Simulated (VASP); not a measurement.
# W (Im-3m) in VASP: further runs

The runs below take W through single point, relaxation of cell and atoms, with PBE+D3(BJ).

Program: VASP 6.6.1. These are calculated values, not measurements. Logs are shortened: lines on timing, memory, paths and dates and some standing lists are left out, and cuts for length are marked.

### 1 The cell of the first run

It takes space group Im-3m (No. 229, cubic). The conventional cell has a = 3.160 Å, b = 3.160 Å, c = 3.160 Å, α = 90.00°, β = 90.00°, γ = 90.00°. W (site symmetry m-3m) has 14 W at 2.74 to 3.16 Å within 3.6 Å.

### 2 Single point, PBE+D3(BJ)

Input file INCAR:

```
PREC = Accurate ; ENCUT = 520
EDIFF = 1E-6 ; ISMEAR = 0
SIGMA = 0.1 ; LREAL = False
LASPH = True ; NELM = 60
ALGO = Normal ; ISIF = 2
LWAVE = False ; LCHARG = True
GGA = PE ; IVDW = 12
LELF = True ; LVHAR = True
NBANDS = 13
```

Input file KPOINTS:

```
Automatic mesh
0
Gamma
  18 18 18
```

Input file POSCAR:

```
W
1.0
   -1.5797658653      1.5797658653      1.5797658653
    1.5797658653     -1.5797658653      1.5797658653
    1.5797658653      1.5797658653     -1.5797658653
W
1
Direct
    0.0000000000      0.0000000000      0.0000000000
```

Potentials or basis: VASP PAW PBE potentials, release 64 (W_sv).

The run is started by

```sh
> cat potpaw_PBE.64/W_sv/POTCAR > POTCAR
> mpirun -np 1 vasp_std > vasp.out
```

OUTCAR:

```text
PREC = Accurate
   ENCUT = 520
   EDIFF = 1E-6
   ISMEAR = 0
   LREAL = False
   LASPH = True
   NELM = 60
   ISIF = 2
   GGA = PE
   IVDW = 12
 IVDW          = 12

 ion  position               nearest neighbor table
   1  0.000  0.000  0.000-

  LATTYP: Found a body centered cubic cell.
 ALAT       =     3.1595317306

  Lattice vectors:

 A1 = (  -1.5797658653,   1.5797658653,   1.5797658653)
 A2 = (   1.5797658653,  -1.5797658653,   1.5797658653)
 A3 = (   1.5797658653,   1.5797658653,  -1.5797658653)

Analysis of symmetry for initial positions (statically):
=====================================================================
 Subroutine PRICEL returns:
 Original cell was already a primitive cell.

 Routine SETGRP: Setting up the symmetry group for a
 body centered cubic supercell.

 Subroutine GETGRP returns: Found 48 space group operations
 (whereof 48 operations were pure point group operations)
 out of a pool of 48 trial point group operations.

The static configuration has the point symmetry O_h .

Analysis of symmetry for dynamics (positions and initial velocities):
=====================================================================
 Subroutine PRICEL returns:
 Original cell was already a primitive cell.

 Routine SETGRP: Setting up the symmetry group for a
 body centered cubic supercell.

 Subroutine GETGRP returns: Found 48 space group operations
 (whereof 48 operations were pure point group operations)
 out of a pool of 48 trial point group operations.

The dynamic configuration has the point symmetry O_h .

 Subroutine INISYM returns: Found 48 space group operations
 (whereof 48 operations are pure point group operations),
 and found     1 'primitive' translations

----------------------------------------------------------------------------------------

                                     Primitive cell

  volume of cell :      15.7702

  direct lattice vectors                    reciprocal lattice vectors
    -1.579765865  1.579765865  1.579765865     0.000000000  0.316502598  0.316502598
     1.579765865 -1.579765865  1.579765865     0.316502598  0.000000000  0.316502598
     1.579765865  1.579765865 -1.579765865     0.316502598  0.316502598  0.000000000

  length of vectors
     2.736234743  2.736234743  2.736234743     0.447602266  0.447602266  0.447602266

  position of ions in fractional coordinates (direct lattice)
     0.000000000  0.000000000  0.000000000

  ion indices of the primitive-cell ions
   primitive index   ion index
                 1           1

----------------------------------------------------------------------------------------

 KPOINTS: Automatic mesh

Automatic generation of k-mesh.
 Grid dimensions read from file:
 generate k-points for:   18   18   18

 Generating k-lattice:

  Cartesian coordinates                     Fractional coordinates (reciprocal lattice)
     0.000000000  0.017583478  0.017583478     0.055555556  0.000000000  0.000000000
     0.017583478  0.000000000  0.017583478     0.000000000  0.055555556  0.000000000
     0.017583478  0.017583478  0.000000000     0.000000000  0.000000000  0.055555556

  Length of vectors
     0.024866793  0.024866793  0.024866793

  Shift w.r.t. Gamma in fractional coordinates (k-lattice)
     0.000000000  0.000000000  0.000000000

 Subroutine IBZKPT returns following result:
 ===========================================

 Found    195 irreducible k-points:

 Following reciprocal coordinates:
            Coordinates               Weight
  0.000000  0.000000  0.000000      1.000000
  0.055556  0.000000  0.000000     12.000000
  0.111111  0.000000  0.000000     12.000000
  0.166667  0.000000  0.000000     12.000000
  0.222222  0.000000  0.000000     12.000000
  0.277778  0.000000  0.000000     12.000000
[... 16 lines left out ...]
  0.333333  0.111111  0.000000     48.000000
  0.388889  0.111111  0.000000     48.000000
 [... further k-points ...]
   k-points           NKPTS =    195   k-points in BZ     NKDIM =    195   number of bands    NBANDS=     13
   number of dos      NEDOS =    301   number of ions     NIONS =      1
   total plane-waves  NPLWV =   8000
   dimension x,y,z NGX =    20 NGY =   20 NGZ =   20
   dimension x,y,z NGXF=    40 NGYF=   40 NGZF=   40
   ions per type =               1
   NGX,Y,Z   is equivalent  to a cutoff of  12.15, 12.15, 12.15 a.u.
   NGXF,Y,Z  is equivalent  to a cutoff of  24.30, 24.30, 24.30 a.u.
 SYSTEM =  unknown system
   PREC   = accura    normal or accurate (medium, high low for compatibility)
   ISTART =      0    job   : 0-new  1-cont  2-samecut
   ICHARG =      2    charge: 1-file 2-atom 10-const
   ISPIN  =      1    spin polarized calculation?
   LNONCOLLINEAR =      F non collinear calculations
   LSORBIT =      F    spin-orbit coupling
   LASPH  =      T    aspherical Exc in radial PAW
   ENCUT  =  520.0 eV  38.22 Ry    6.18 a.u.   5.09  5.09  5.09*2*pi/ulx,y,z
   NELM   =     60;   NELMIN=  2; NELMDL= -5     # of ELM steps
   EDIFF  = 0.1E-05   stopping-criterion for ELM
   LREAL  =      F    real-space projection
   EDIFFG = 0.1E-04   stopping-criterion for IOM
   NSW    =      0    number of steps for IOM
   IBRION =     -1    ionic relax: 0-MD 1-quasi-New 2-CG
   NFREE  =      0    steps in history (QN), initial steepest desc. (CG)
   ISIF   =      2    stress and relaxation
   ISYM   =      2    0-nonsym 1-usesym 2-fastsym
   POTIM  = 0.5000    time-step for ionic-motion
   TEBEG  =    0.0;   TEEND  =   0.0 temperature during run
   PSTRESS=    0.0 pullay stress
   NELECT =      14.0000    total number of electrons
   NUPDOWN=      -1.0000    fix difference up-down
   EMIN   =  10.00;   EMAX   =-10.00  energy-range for DOS
   EFERMI =   0.00;   METHOD = LEGACY
   ISMEAR =     0;   SIGMA  =   0.10  broadening in eV -4-tet -1-fermi 0-gaus
   EFERMI_NEDOS =   21; number of points for ismear=-14 and -15
   IALGO  =     38    algorithm
   IMIX   =      4    mixing-type and parameters
     AMIX     =   0.40;   BMIX     =  1.00
     AMIX_MAG =   1.60;   BMIX_MAG =  1.00
  volume/ion in A,a.u.               =      15.77       106.42
  Fermi-wavevector in a.u.,A,eV,Ry     =   1.573396  2.973288 33.682254  2.475576
  Thomas-Fermi vector in A             =   2.674687
   LORBIT       =      0    0 simple, 1 ext, 2 COOP (PROOUT), +10 PAW based schemes
   GGA     = PE    functional components
   LHFCALC =     F    Hartree Fock is set to
   AEXX    =    0.0000 exact exchange contribution
   IVDW    =    12    specifies the selected vdW correction
   LEPSILON=     F    determine dielectric tensor
   LRPA    =     F    only Hartree local field effects (RPA)
 non-spin polarized calculation
 Gauss-broadening in eV      SIGMA  =   0.10
  energy-cutoff  :      520.00
  volume of cell :       15.77
 maximum number of plane-waves:       438
   NGX = 11   NGY = 11   NGZ = 11

 number of electron      14.0000004 magnetization

 Free energy of the ion-electron system (eV)
  ---------------------------------------------------
  ext. energy  EPLUGINS =         0.00000000
  ---------------------------------------------------
  free energy    TOTEN  =       -12.94162134 eV

  energy without entropy =      -12.93817690  energy(sigma->0) =      -12.93989912

 E-fermi :  11.5151     XC(G=0): -13.6696

 val. band max:       11.5121404612   @ k =  -0.2778   0.3333   0.2222
 cond. band min:      11.5261698112   @ k =   0.5000   0.5000   0.2222
 fundamental gap:      0.0140293501
 Fermi energy:        11.5150663728

 k-point     1 :       0.0000    0.0000    0.0000
  band No.  band energies     occupation
      1     -62.6546      2.00000
      2     -26.2091      2.00000
      3     -26.2091      2.00000
      4     -26.2091      2.00000
      5       1.8525      2.00000
      6      10.2826      2.00000
      7      10.2826      2.00000
      8      10.2826      2.00000
      9      13.7940      0.00000
     10      13.7940      0.00000
     11      26.0469      0.00000
     12      26.0469      0.00000
     13      26.0469      0.00000

 k-point     2 :       0.0556    0.0000    0.0000
  band No.  band energies     occupation
      1     -62.6505      2.00000
      2     -26.2519      2.00000
      3     -26.2224      2.00000
      4     -26.2093      2.00000
      5       2.0034      2.00000
      6      10.1900      2.00000
      7      10.2620      2.00000
      8      10.4281      2.00000
      9      13.6437      0.00000
     10      13.7945      0.00000
     11      26.1773      0.00000
     12      26.3034      0.00000
     13      26.4223      0.00000

 k-point     3 :       0.1111    0.0000    0.0000
  band No.  band energies     occupation
      1     -62.6387      2.00000
      2     -26.3740      2.00000
      3     -26.2606      2.00000
      4     -26.2099      2.00000
      5       2.4392      2.00000
      6       9.9345      2.00000
      7      10.1727      2.00000
      8      10.8596      2.00000
      9      13.3227      0.00000
     10      13.8037      0.00000
     11      26.5058      0.00000
     12      27.0493      0.00000
     13      27.3817      0.00000
[... 305 lines left out ...]
 k-point    23 :       0.3333    0.1111    0.0000
  band No.  band energies     occupation
      1     -62.5285      2.00000
      2     -27.3486      2.00000
      3     -26.6259      2.00000
      4     -26.2731      2.00000
      5       5.6598      2.00000
      6       8.2236      2.00000
      7      10.2000      2.00000
      8      13.4790      0.00000
      9      14.6754      0.00000
     10      16.9423      0.00000
     11      23.6051      0.00000
     12      24.9241      0.00000
     13      29.4409      0.00000

 k-point    24 :       0.3889    0.1111    0.0000
  band No.  band energies     occupation
      1     -62.5172      2.00000
      2     -27.4383      2.00000
      3     -26.6703      2.00000
      4     -26.2746      2.00000
      5       5.6521      2.00000
      6       8.0810      2.00000
      7      10.9361      2.00000
      8      13.5653      0.00000
      9      14.9076      0.00000
     10      17.9959      0.00000
     11      22.5190      0.00000
     12      24.1148      0.00000
     13      28.4193      0.00000

 [... further k-points ...]

------------------------ aborting loop because EDIFF is reached ----------------------------------------

 Edisp (eV)   -0.69900

 E8    (eV) :    -0.3584

  FORCE on cell =-STRESS in cart. coord.  units (eV):
  Direction    XX          YY          ZZ          XY          YZ          ZX
  --------------------------------------------------------------------------------------
  -------------------------------------------------------------------------------------
  Total       0.05220     0.05220     0.05220    -0.00000    -0.00000    -0.00000
  in kB       5.30328     5.30328     5.30328    -0.00000    -0.00000    -0.00000
  external pressure =        5.30 kB  Pullay stress =        0.00 kB

 VOLUME and BASIS-vectors are now :
 -----------------------------------------------------------------------------
  energy-cutoff  :      520.00
  volume of cell :       15.77
      direct lattice vectors                 reciprocal lattice vectors
    -1.579765865  1.579765865  1.579765865     0.000000000  0.316502598  0.316502598
     1.579765865 -1.579765865  1.579765865     0.316502598  0.000000000  0.316502598
     1.579765865  1.579765865 -1.579765865     0.316502598  0.316502598  0.000000000

 POSITION                                       TOTAL-FORCE (eV/Angst)
 -----------------------------------------------------------------------------------
      0.00000      0.00000      0.00000        -0.000000     -0.000000      0.000000
 -----------------------------------------------------------------------------------
    total drift:                                0.000000     -0.000000     -0.000000

  FREE ENERGIE OF THE ION-ELECTRON SYSTEM (eV)
  ---------------------------------------------------
  free  energy   TOTEN  =       -13.6406252531 eV

  energy  without entropy=      -13.6371808061  energy(sigma->0) =      -13.63890303
```

Wall time 11 s (1 thread of Intel Xeon 6975P-C (Granite Rapids), shared host); peak memory 0.16 GiB.

Results:

- Free energy: -13.6406 eV
- Pressure: 0.5 GPa
- Band gap on the k mesh: zero (band 7 reaches 16.72 eV, above the bottom of band 8 at 10.28 eV)
- Dispersion energy per atom: -0.699 eV

Caveat: spin-orbit coupling is left out, which moves the levels of the heavy elements; pairwise dispersion overbinds metals, which lowers pressure and volume.

### 3 Relaxation of cell and atoms, PBE+D3(BJ)

Input file INCAR:

```
PREC = Accurate
ENCUT = 600
EDIFF = 1E-6
ISMEAR = 0
SIGMA = 0.1
LREAL = F
LASPH = T
NELM = 80
ALGO = Fast
ISIF = 3
LWAVE = F
LCHARG = F
GGA = PE
IVDW = 12
IBRION = 2
NSW = 100
EDIFFG = -0.005
```

KPOINTS is that of step 2.

Input file POSCAR:

```
W
1.0
   -1.5803363179      1.5803363179      1.5803363179
    1.5803363179     -1.5803363179      1.5803363179
    1.5803363179      1.5803363179     -1.5803363179
W
1
Direct
    0.0000000000      0.0000000000      0.0000000000
```

Potentials or basis: VASP PAW PBE potentials, release 64 (W_sv).

The run is started by

```sh
> cat potpaw_PBE.64/W_sv/POTCAR > POTCAR
> mpirun -np 1 vasp_std > vasp.out
```

Wall time 24 s (1 thread of Intel Xeon 6975P-C (Granite Rapids), shared host); peak memory 0.18 GiB.

Results (log left out):

* Free energy: -13.6409 eV
* Relaxed volume: 15.80 Å³/atom
* Relaxed cell: a = 2.738 Å, b = 2.738 Å, c = 2.738 Å, α = 109.47°, β = 109.47°, γ = 109.47°
* Space group after relaxing (to 0.05 Å): Im-3m (No. 229)
* Energy gained by relaxing: 0.0 meV/atom
* Ionic steps: 3
* Pressure after relaxing: 0.0 GPa
* Band gap on the k mesh: zero (band 7 reaches 16.68 eV, above the bottom of band 8 at 10.26 eV)
* Dispersion energy per atom: -0.698 eV

Final structure:
```
W
1.0
    -1.58074    1.58074    1.58074
     1.58074   -1.58074    1.58074
     1.58074    1.58074   -1.58074
W
1
Direct
  0.00000 0.00000 0.00000
```

Levels at points of the mesh, in eV from the Fermi level:
| k point | band 3 | band 4 | band 5 | band 6 | band 7 | band 8 | band 9 | band 10 | band 11 |
| --- | --- | --- | --- | --- | --- | --- | --- | --- | --- |
| (0.00, 0.00, 0.00) | -37.73 | -37.73 | -9.65 | -1.23 | -1.23 | -1.23 | 2.27 | 2.27 | 14.53 |
| (0.50, 0.00, 0.00) | -38.15 | -37.74 | -6.29 | -3.58 | 0.69 | 2.17 | 3.15 | 6.19 | 11.50 |
| (0.50, 0.50, 0.50) | -38.64 | -38.64 | -5.86 | -5.86 | 5.20 | 5.20 | 5.20 | 8.28 | 8.28 |

Caveat: spin-orbit coupling is left out, which moves the levels of the heavy elements; pairwise dispersion overbinds metals, which lowers pressure and volume.

### 4 Single point, PBE+D3(BJ)

Input file INCAR:

```
ALGO = Normal
EDIFF = 1E-6
ENCUT = 500
GGA = PE
GGA_COMPAT = False
ISIF = 2
ISMEAR = 0
IVDW = 12
LASPH = True
LCHARG = False
LREAL = False
LWAVE = False
NBANDS = 13
NELM = 120
PREC = Accurate
SIGMA = 0.1
```

Input file KPOINTS:

```
k-points
0
Gamma
  8 8 8
```

POSCAR is that of step 3.

Potentials or basis: VASP PAW PBE potentials, release 64 (W_sv).

The run is started by

```sh
> cat potpaw_PBE.64/W_sv/POTCAR > POTCAR
> mpirun -np 1 vasp_std > vasp.out
```

OUTCAR:

```text
EDIFF = 1E-6
   ENCUT = 500
   GGA = PE
   ISIF = 2
   ISMEAR = 0
   IVDW = 12
   LASPH = True
   LREAL = False
   NELM = 120
   PREC = Accurate
 IVDW          = 12

 ion  position               nearest neighbor table
   1  0.000  0.000  0.000-

  LATTYP: Found a body centered cubic cell.
 ALAT       =     3.1606726358

  Lattice vectors:

 A1 = (  -1.5803363179,   1.5803363179,   1.5803363179)
 A2 = (   1.5803363179,  -1.5803363179,   1.5803363179)
[... 562 lines left out ...]
     12      27.7747      0.00000
     13      28.8995      0.00000

 [... further k-points ...]

------------------------ aborting loop because EDIFF is reached ----------------------------------------

 Edisp (eV)   -0.69822

 E8    (eV) :    -0.3580

  FORCE on cell =-STRESS in cart. coord.  units (eV):
  Direction    XX          YY          ZZ          XY          YZ          ZX
  --------------------------------------------------------------------------------------
  -------------------------------------------------------------------------------------
  Total       0.05951     0.05951     0.05951    -0.00000     0.00000    -0.00000
  in kB       6.03981     6.03981     6.03981    -0.00000     0.00000    -0.00000
  external pressure =        6.04 kB  Pullay stress =        0.00 kB

 VOLUME and BASIS-vectors are now :
 -----------------------------------------------------------------------------
  energy-cutoff  :      500.00
  volume of cell :       15.79
      direct lattice vectors                 reciprocal lattice vectors
    -1.580336318  1.580336318  1.580336318     0.000000000  0.316388350  0.316388350
     1.580336318 -1.580336318  1.580336318     0.316388350  0.000000000  0.316388350
     1.580336318  1.580336318 -1.580336318     0.316388350  0.316388350  0.000000000

 POSITION                                       TOTAL-FORCE (eV/Angst)
 -----------------------------------------------------------------------------------
      0.00000      0.00000      0.00000        -0.000000      0.000000     -0.000000
 -----------------------------------------------------------------------------------
    total drift:                                0.000000     -0.000000      0.000000

  FREE ENERGIE OF THE ION-ELECTRON SYSTEM (eV)
  ---------------------------------------------------
  free  energy   TOTEN  =       -13.6445758190 eV

  energy  without entropy=      -13.6445744026  energy(sigma->0) =      -13.64457511
```

stdout:

```text
POSCAR found type information on POSCAR W
 POSCAR found :  1 types and       1 ions
 scaLAPACK will be used
 LDA part: xc-table for (Slater+PW92), standard interpolation
 POSCAR, INCAR and KPOINTS ok, starting setup
 FFT: planning ... GRIDC
 FFT: planning ... GRID_SOFT
 FFT: planning ... GRID
 WAVECAR not read
 entering main loop
```

Run time: 4.2 s. Hardware: 1 thread of Intel Xeon Platinum 8559C (Emerald Rapids), shared host; peak memory 0.13 GiB.

What came out:

- Free energy: -13.6446 eV
- Pressure: 0.6 GPa
- Band gap on the k mesh: zero (band 7 reaches 16.70 eV, above the bottom of band 8 at 10.27 eV)
- Dispersion energy per atom: -0.698 eV

Caveat: spin-orbit coupling is left out, which moves the levels of the heavy elements; pairwise dispersion overbinds metals, which lowers pressure and volume.

### 5 Summary

| task | cell | k mesh | cutoff (eV) | gap on the mesh (eV) | pressure (GPa) |
| --- | --- | --- | --- | --- | --- |
| single point | as given | 18 × 18 × 18 | 520 | none | 0.5 |
| relaxation of cell and atoms | relaxed | 18 × 18 × 18 | 600 | none | 0.0 |
| single point | as given | 8 × 8 × 8 | 500 | none | 0.6 |

Alike in all rows: level PBE+D3(BJ); potentials or basis VASP PAW PBE potentials, release 64 (W_sv); no spin polarisation; smearing gaussian 0.1 eV.

Caveats: spin-orbit coupling is left out, which moves the levels of the heavy elements; pairwise dispersion overbinds metals, which lowers pressure and volume.

Total energies depend on the potentials used, so only differences within one code and one set of settings carry meaning.
